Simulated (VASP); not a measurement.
A run of VASP 6.6.1 is set up as follows.

INCAR

```
  PREC = Accurate
  ENCUT = 520
  EDIFF = 1E-7
  ISMEAR = 0
  SIGMA = 0.01
  LREAL = F
  LASPH = T
  NELM = 60
  ALGO = Normal
  ISIF = 2
  LWAVE = F
  LCHARG = T
  GGA = PE
  IVDW = 12
  LELF = T
  LVHAR = T
  NBANDS = 20
```

Contents of KPOINTS:

```
Automatic mesh
0
Gamma
  12 12 12
```

Contents of POSCAR:

```
WS2
1.0
    1.5787134753      0.9114706500      6.0412129294
   -1.5787134753      0.9114706500      6.0412129294
    0.0000000000     -1.8229412999      6.0412129294
W S
1 2
Direct
    0.0006546095      0.0006546095      0.0006546095
    0.2472514111      0.2472514111      0.2472514111
    0.4207939795      0.4207939795      0.4207939795
```

Potentials or basis: VASP PAW PBE potentials, release 64 (W_sv, S).

The run is started by

```sh
$ cat potpaw_PBE.64/W_sv/POTCAR potpaw_PBE.64/S/POTCAR > POTCAR
$ mpirun -np 1 vasp_std > vasp.out
```

(1) What does it give for the dispersion energy per atom?

(2) Predict the pressure.

(3) What does it give for the largest force?

(4) Estimate the band gap on the k mesh.

## Answers

(1) -0.437 eV.

(2) 0.0 GPa.

(3) 0.003 eV/Å.

(4) 0.93 eV (least direct gap 1.92 eV).

Caveat: spin-orbit coupling is left out, which moves the levels of the heavy elements.
